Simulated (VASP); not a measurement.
# Y3TaF2 (P-62m) in VASP: further runs

The runs below take Y3TaF2 through relaxation of cell and atoms, with PBE.

Program: VASP 6.6.1. These are calculated values, not measurements. Logs are shortened: lines on timing, memory, paths and dates and some standing lists are left out, and cuts for length are marked.

### Step 1. The cell of the first run

It takes space group P-62m (No. 189, hexagonal). Conventional cell: a = 7.030 Å, b = 7.030 Å, c = 3.399 Å, α = 90.00°, β = 90.00°, γ = 120.00°. Y (site symmetry m2m) has 2 F at 2.24 Å within 3.0 Å. Ta (site symmetry -62m) has 6 Y at 3.07 Å and 2 Ta at 3.40 Å within 4.0 Å. Within 3.0 Å of F (site symmetry -6) lie 3 Y at 2.24 Å.

### Step 2. Relaxation of cell and atoms, PBE

Input file INCAR:

```
ALGO = Normal ; EDIFF = 1E-6
EDIFFG = -0.001 ; ENCUT = 600
GGA = PE ; IBRION = 2
ISIF = 3 ; ISMEAR = 0
LASPH = True ; LCHARG = False
LREAL = False ; LWAVE = False
NELM = 80 ; NSW = 80
PREC = Accurate ; SIGMA = 0.1
```

Input file KPOINTS:

```
k-points
0
Gamma
  6 6 10
```

Input file POSCAR:

```
Y3TaF2
1.0
    7.0297049010      0.0000000000      0.0000000000
   -3.5148524505      6.0879030254      0.0000000000
    0.0000000000      0.0000000000      3.3987944512
Y Ta F
3 1 2
Direct
    0.3643061373      0.0000000000      0.0000000000
    0.0000000000      0.3643061373      0.0000000000
    0.6356938627      0.6356938627      0.0000000000
    0.0000000000      0.0000000000      0.5000000000
    0.3333333333      0.6666666667      0.0000000000
    0.6666666667      0.3333333333      0.0000000000
```

Potentials or basis: VASP PAW PBE potentials, release 64 (Y_sv, Ta_pv, F).

On the command line:

```console
> cat potpaw_PBE.64/Y_sv/POTCAR potpaw_PBE.64/Ta_pv/POTCAR potpaw_PBE.64/F/POTCAR > POTCAR
> mpirun -np 1 vasp_std > vasp.out
```

OUTCAR:

```text
EDIFF = 1E-6
   EDIFFG = -0.001
   ENCUT = 600
   GGA = PE
   IBRION = 2
   ISIF = 3
   ISMEAR = 0
   LASPH = True
   LREAL = False
   NELM = 80
   NSW = 80
   PREC = Accurate

 ion  position               nearest neighbor table
   1  0.364  0.000  0.000-   5 2.24   6 2.24   4 3.07   4 3.07   3 3.88   2 3.88   3 3.88   2 3.88

   2  0.000  0.364  0.000-   6 2.24   5 2.24   4 3.07   4 3.07   3 3.88   3 3.88   1 3.88   1 3.88

   3  0.636  0.636  0.000-   5 2.24   6 2.24   4 3.07   4 3.07   2 3.88   2 3.88   1 3.88   1 3.88

   4  0.000  0.000  0.500-   1 3.07   1 3.07   3 3.07   2 3.07   2 3.07   3 3.07
   5  0.333  0.667  0.000-   1 2.24   2 2.24   3 2.24
   6  0.667  0.333  0.000-   2 2.24   1 2.24   3 2.24

  LATTYP: Found a hexagonal cell.
 ALAT       =     7.0297049010
 C/A-ratio  =     0.4834903455

  Lattice vectors:

 A1 = (   7.0297049010,   0.0000000000,   0.0000000000)
 A2 = (  -3.5148524505,   6.0879030254,   0.0000000000)
 A3 = (   0.0000000000,   0.0000000000,   3.3987944512)

Analysis of symmetry for initial positions (statically):
=====================================================================
 Subroutine PRICEL returns:
 Original cell was already a primitive cell.

 Routine SETGRP: Setting up the symmetry group for a
 hexagonal supercell.

 Subroutine GETGRP returns: Found 12 space group operations
 (whereof 12 operations were pure point group operations)
 out of a pool of 24 trial point group operations.

The static configuration has the point symmetry D_3h.

Analysis of symmetry for dynamics (positions and initial velocities):
=====================================================================
 Subroutine PRICEL returns:
 Original cell was already a primitive cell.

 Routine SETGRP: Setting up the symmetry group for a
 hexagonal supercell.

 Subroutine GETGRP returns: Found 12 space group operations
 (whereof 12 operations were pure point group operations)
 out of a pool of 24 trial point group operations.

The dynamic configuration has the point symmetry D_3h.

 Subroutine INISYM returns: Found 12 space group operations
 (whereof 12 operations are pure point group operations),
 and found     1 'primitive' translations

----------------------------------------------------------------------------------------

                                     Primitive cell

  volume of cell :     145.4554

  direct lattice vectors                    reciprocal lattice vectors
     7.029704901  0.000000000  0.000000000     0.142253482  0.082130086  0.000000000
    -3.514852450  6.087903025  0.000000000     0.000000000  0.164260172  0.000000000
     0.000000000  0.000000000  3.398794451     0.000000000  0.000000000  0.294221970

  length of vectors
     7.029704901  7.029704901  3.398794451     0.164260172  0.164260172  0.294221970

  position of ions in fractional coordinates (direct lattice)
     0.364306137  0.000000000  0.000000000
     0.000000000  0.364306137  0.000000000
     0.635693863  0.635693863  0.000000000
     0.000000000  0.000000000  0.500000000
     0.333333333  0.666666667  0.000000000
     0.666666667  0.333333333  0.000000000

  ion indices of the primitive-cell ions
   primitive index   ion index
                 1           1
                 2           2
                 3           3
                 4           4
                 5           5
                 6           6

----------------------------------------------------------------------------------------

 KPOINTS: k-points

Automatic generation of k-mesh.
 Grid dimensions read from file:
 generate k-points for:    6    6   10

 Generating k-lattice:

  Cartesian coordinates                     Fractional coordinates (reciprocal lattice)
     0.023708914  0.013688348  0.000000000     0.166666667  0.000000000  0.000000000
     0.000000000  0.027376695  0.000000000     0.000000000  0.166666667  0.000000000
     0.000000000  0.000000000  0.029422197     0.000000000  0.000000000  0.100000000

  Length of vectors
     0.027376695  0.027376695  0.029422197

  Shift w.r.t. Gamma in fractional coordinates (k-lattice)
     0.000000000  0.000000000  0.000000000

 Subroutine IBZKPT returns following result:
 ===========================================

 Found     42 irreducible k-points:

 Following reciprocal coordinates:
            Coordinates               Weight
  0.000000  0.000000  0.000000      1.000000
  0.166667  0.000000  0.000000      6.000000
  0.333333  0.000000  0.000000      6.000000
  0.500000  0.000000  0.000000      3.000000
  0.166667  0.166667  0.000000      6.000000
  0.333333  0.166667  0.000000     12.000000
[... 16 lines left out ...]
  0.166667  0.000000  0.300000     12.000000
  0.333333  0.000000  0.300000     12.000000
 [... further k-points ...]
   k-points           NKPTS =     42   k-points in BZ     NKDIM =     42   number of bands    NBANDS=     34
   number of dos      NEDOS =    301   number of ions     NIONS =      6
   total plane-waves  NPLWV =  87808
   dimension x,y,z NGX =    56 NGY =   56 NGZ =   28
   dimension x,y,z NGXF=   112 NGYF=  112 NGZF=   56
   ions per type =               3   1   2
   NGX,Y,Z   is equivalent  to a cutoff of  13.24, 13.24, 13.70 a.u.
   NGXF,Y,Z  is equivalent  to a cutoff of  26.49, 26.49, 27.39 a.u.
 SYSTEM =  unknown system
   PREC   = accura    normal or accurate (medium, high low for compatibility)
   ISTART =      0    job   : 0-new  1-cont  2-samecut
   ICHARG =      2    charge: 1-file 2-atom 10-const
   ISPIN  =      1    spin polarized calculation?
   LNONCOLLINEAR =      F non collinear calculations
   LSORBIT =      F    spin-orbit coupling
   LASPH  =      T    aspherical Exc in radial PAW
   ENCUT  =  600.0 eV  44.10 Ry    6.64 a.u.  14.04 14.04  6.79*2*pi/ulx,y,z
   NELM   =     80;   NELMIN=  2; NELMDL= -5     # of ELM steps
   EDIFF  = 0.1E-05   stopping-criterion for ELM
   LREAL  =      F    real-space projection
   EDIFFG = -.1E-02   stopping-criterion for IOM
   NSW    =     80    number of steps for IOM
   IBRION =      2    ionic relax: 0-MD 1-quasi-New 2-CG
   NFREE  =      1    steps in history (QN), initial steepest desc. (CG)
   ISIF   =      3    stress and relaxation
   ISYM   =      2    0-nonsym 1-usesym 2-fastsym
   POTIM  = 0.5000    time-step for ionic-motion
   TEBEG  =    0.0;   TEEND  =   0.0 temperature during run
   PSTRESS=    0.0 pullay stress
   NELECT =      58.0000    total number of electrons
   NUPDOWN=      -1.0000    fix difference up-down
   EMIN   =  10.00;   EMAX   =-10.00  energy-range for DOS
   EFERMI =   0.00;   METHOD = LEGACY
   ISMEAR =     0;   SIGMA  =   0.10  broadening in eV -4-tet -1-fermi 0-gaus
   EFERMI_NEDOS =   21; number of points for ismear=-14 and -15
   IALGO  =     38    algorithm
   IMIX   =      4    mixing-type and parameters
     AMIX     =   0.40;   BMIX     =  1.00
     AMIX_MAG =   1.60;   BMIX_MAG =  1.00
  volume/ion in A,a.u.               =      24.24       163.60
  Fermi-wavevector in a.u.,A,eV,Ry     =   1.204965  2.277053 19.754836  1.451939
  Thomas-Fermi vector in A             =   2.340674
   LORBIT       =      0    0 simple, 1 ext, 2 COOP (PROOUT), +10 PAW based schemes
   GGA     = PE    functional components
   LHFCALC =     F    Hartree Fock is set to
   AEXX    =    0.0000 exact exchange contribution
   IVDW    =     0    specifies the selected vdW correction
   LEPSILON=     F    determine dielectric tensor
   LRPA    =     F    only Hartree local field effects (RPA)
 conjugate gradient relaxation of ions
 non-spin polarized calculation
 Gauss-broadening in eV      SIGMA  =   0.10
  energy-cutoff  :      600.00
  volume of cell :      145.46
 maximum number of plane-waves:      4890
   NGX = 29   NGY = 29   NGZ = 13

--------------------------------------- Ionic step        1  -------------------------------------------

 number of electron      57.9999987 magnetization

 Free energy of the ion-electron system (eV)
  ---------------------------------------------------
  ext. energy  EPLUGINS =         0.00000000
  ---------------------------------------------------
  free energy    TOTEN  =       -42.95904690 eV

  energy without entropy =      -42.94159777  energy(sigma->0) =      -42.95032234

------------------------ aborting loop because EDIFF is reached ----------------------------------------

  FORCE on cell =-STRESS in cart. coord.  units (eV):
  Direction    XX          YY          ZZ          XY          YZ          ZX
  --------------------------------------------------------------------------------------
  -------------------------------------------------------------------------------------
  Total       -0.1271310     -0.1271310     -0.1838788      0.0000000      0.0000000      0.0000000
  in kB       -1.4003360     -1.4003360     -2.0254079      0.0000000      0.0000000      0.0000000
  external PRESSURE =      -1.6086933 kB  Pullay stress =       0.0000000 kB

 VOLUME and BASIS-vectors are now :
 -----------------------------------------------------------------------------
  energy-cutoff  :      600.00
  volume of cell :      145.46
      direct lattice vectors                 reciprocal lattice vectors
     7.029704901  0.000000000  0.000000000     0.142253482  0.082130086  0.000000000
    -3.514852450  6.087903025  0.000000000     0.000000000  0.164260172  0.000000000
     0.000000000  0.000000000  3.398794451     0.000000000  0.000000000  0.294221970
[... 201 lines left out ...]
 POSITION                                       TOTAL-FORCE (eV/Angst)
 -----------------------------------------------------------------------------------
      2.55864     -0.00000      0.00000        -0.003374      0.000000      0.000000
     -1.27932      2.21585      0.00000         0.001687     -0.002922     -0.000000
      2.23346      3.86846      0.00000         0.001687      0.002922      0.000000
     -0.00000      0.00000      1.69668         0.000000      0.000000      0.000000
     -0.00000      4.05621      0.00000         0.000000     -0.000000      0.000000
      3.51278      2.02810      0.00000         0.000000     -0.000000      0.000000
 -----------------------------------------------------------------------------------
    total drift:                               -0.000001     -0.000001      0.000000

  FREE ENERGIE OF THE ION-ELECTRON SYSTEM (eV)
  ---------------------------------------------------
  free  energy   TOTEN  =       -42.9592946748 eV

  energy  without entropy=      -42.9418558361  energy(sigma->0) =      -42.95057526

--------------------------------------- Ionic step        7  -------------------------------------------

 number of electron      57.9999987 magnetization

 Free energy of the ion-electron system (eV)
  ---------------------------------------------------
  ext. energy  EPLUGINS =         0.00000000
  ---------------------------------------------------
  free energy    TOTEN  =       -42.95929650 eV

  energy without entropy =      -42.94188511  energy(sigma->0) =      -42.95059081

 E-fermi :   3.0783     XC(G=0):  -9.4794

 val. band max:        3.0694538265   @ k =   0.1667   0.0000   0.5000
 cond. band min:       3.1020277225   @ k =   0.0000   0.0000   0.3000
 fundamental gap:      0.0325738960
 Fermi energy:         3.0782880005

 k-point     1 :       0.0000    0.0000    0.0000
  band No.  band energies     occupation
      1     -39.8257      2.00000
      2     -39.8008      2.00000
      3     -39.8008      2.00000
      4     -30.9459      2.00000
      5     -30.9251      2.00000
      6     -30.9251      2.00000
[... 877 lines left out ...]
     33       4.9300      0.00000
     34       5.0604      0.00000

 [... further k-points ...]
[... 5 lines left out ...]
  --------------------------------------------------------------------------------------
  -------------------------------------------------------------------------------------
  Total       -0.0051070     -0.0051070      0.0030980     -0.0000000      0.0000000      0.0000000
  in kB       -0.0564121     -0.0564121      0.0342205     -0.0000000      0.0000000      0.0000000
  external PRESSURE =      -0.0262013 kB  Pullay stress =       0.0000000 kB

 VOLUME and BASIS-vectors are now :
 -----------------------------------------------------------------------------
  energy-cutoff  :      600.00
  volume of cell :      145.04
      direct lattice vectors                 reciprocal lattice vectors
     7.026495217 -0.000000000  0.000000000     0.142318463  0.082167603  0.000000000
    -3.513247609  6.085123358  0.000000000     0.000000000  0.164335206  0.000000000
    -0.000000000  0.000000000  3.392302013    -0.000000000 -0.000000000  0.294785074

 POSITION                                       TOTAL-FORCE (eV/Angst)
 -----------------------------------------------------------------------------------
      2.55876     -0.00000      3.39230        -0.000789      0.000000      0.000000
     -1.27938      2.21595      0.00000         0.000394     -0.000683     -0.000000
      2.23387      3.86918      3.39230         0.000394      0.000683      0.000000
     -0.00000      0.00000      1.69615         0.000000     -0.000000      0.000000
     -0.00000      4.05675      3.39230         0.000000      0.000000      0.000000
      3.51325      2.02837      3.39230         0.000000      0.000000      0.000000
 -----------------------------------------------------------------------------------
    total drift:                               -0.000001     -0.000001      0.000000

  FREE ENERGIE OF THE ION-ELECTRON SYSTEM (eV)
  ---------------------------------------------------
  free  energy   TOTEN  =       -42.9592965027 eV

  energy  without entropy=      -42.9418851128  energy(sigma->0) =      -42.95059081

 reached required accuracy - stopping structural energy minimisation
```

Run time: 12 min. Hardware: 1 thread of AMD EPYC 7R43 (Zen 3), shared host; peak memory 0.41 GiB.

Results:

| Property | Result |
| --- | --- |
| Free energy | -42.9593 eV |
| Relaxed volume | 24.17 Å³/atom |
| Relaxed cell | a = 7.026 Å, b = 7.026 Å, c = 3.392 Å, α = 90.00°, β = 90.00°, γ = 120.00° |
| Space group after relaxing (to 0.05 Å) | P-62m (No. 189) |
| Energy gained by relaxing | 0.0 meV/atom |
| Ionic steps | 7 |
| Pressure after relaxing | 0.0 GPa |
| Band gap on the k mesh | zero (band 29 reaches 3.24 eV, above the bottom of band 30 at 3.02 eV) |

The path:
```tsv
step	energy change (eV)	largest force (eV/Å)	pressure (GPa)	volume (Å³)
1	0.0000	0.0128	-0.16	145.46
2	-0.0002	0.0065	0.06	144.94
3	-0.0002	0.0074	0.02	145.05
4	-0.0002	0.0077	0.01	145.07
5	-0.0002	0.0076	-0.01	145.06
6	-0.0002	0.0034	0.00	145.05
7	-0.0002	0.0008	0.00	145.04
```

Final structure:
```xyz
6
Lattice="7.0265 0.0000 0.0000 -3.5132 6.0851 0.0000 0.0000 0.0000 3.3923" Properties=species:S:1:pos:R:3 pbc="T T T"
Y     2.5588    0.0000    3.3923
Y    -1.2794    2.2159    0.0000
Y     2.2339    3.8692    3.3923
Ta    0.0000    0.0000    1.6962
F     0.0000    4.0567    3.3923
F     3.5132    2.0284    3.3923
```

Caveat: spin-orbit coupling is left out, which moves the levels of the heavy elements.

(Continued in part 2 of 2.)
